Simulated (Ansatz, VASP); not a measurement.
## Two plane-wave programs on NaHgF3

```xyz
5
Lattice="4.4988 0.0000 0.0000 0.0000 4.4988 0.0000 0.0000 0.0000 4.5663" Properties=species:S:1:pos:R:3 pbc="T T T"
Na    0.0000    0.0000    0.0000
Hg    2.2494    2.2494    2.2832
F     2.2494    2.2494    0.0000
F     2.2494    0.0000    2.2832
F     0.0000    2.2494    2.2832
```

Change from the starting cell: uniaxial_z strain +1.5%.

Alike in both runs: task single point; functional r2SCAN; k mesh 6 × 6 × 6; no spin polarisation.

```csv
,VASP,Ansatz
version,VASP 6.6.1,Ansatz 0.2.0
potentials or method,"VASP PAW PBE potentials, release 64 (Na_pv, Hg, F)","plane waves, PAW"
plane-wave cutoff (eV),520,500
occupations,"gaussian, width 0.01 eV",fixed
valence electrons in the cell,40,50
```

|  | VASP | Ansatz | Ansatz less VASP |
| --- | --- | --- | --- |
| gap on the k mesh at the Fermi level (eV) | 0.80 | 0.85 | +0.050 |
| pressure (GPa) | -0.4 | -0.9 | -0.47 |
| traceless stress, the component that is largest in VASP (GPa) | -0.65 | -0.59 | +0.065 |

VASP's potentials were made for PBE, not for r2SCAN. VASP's potentials hold 40 valence electrons a cell and Ansatz's 50, so a difference there can come from the potentials and not from the codes.

Spin-orbit coupling is off throughout.
